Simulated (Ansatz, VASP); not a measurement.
## SnW2N3: VASP beside Ansatz

```xyz
6
Lattice="5.2774 0.0000 0.0000 -2.6387 4.5704 0.0000 0.0000 0.0000 3.2135" Properties=species:S:1:pos:R:3 pbc="T T T"
Sn    0.0000    0.0000    0.0000
W     0.0000    3.0469    0.0000
W     2.6387    1.5235    0.0000
N     2.6387    0.0000    1.6068
N     1.3193    2.2852    1.6068
N    -1.3193    2.2852    1.6068
```

Alike in both runs: task single point; functional PBE; k mesh 6 × 6 × 6; occupations gaussian, width 0.1 eV; no spin polarisation.

```csv
,VASP,Ansatz
version,VASP 6.6.1,Ansatz 0.2.0
potentials or method,"VASP PAW PBE potentials, release 64 (Sn_d, W_sv, N), cutoff 520 eV","scalar-relativistic, plane waves, PAW"
valence electrons in the cell,57,57
```

VASP gave:

* gap on the k mesh at the Fermi level (eV): none
* pressure (GPa): -15.8
* traceless stress, the component that is largest in VASP (GPa): -26.72

Problem. What did Ansatz give for the same quantities?

Solution. gap on the k mesh at the Fermi level (eV): none; pressure (GPa): -16.3; traceless stress, the component that is largest in VASP (GPa): -26.94.

A gap of «none» marks a metal or a gap that the smearing closes.

Neither program's run includes spin-orbit coupling.
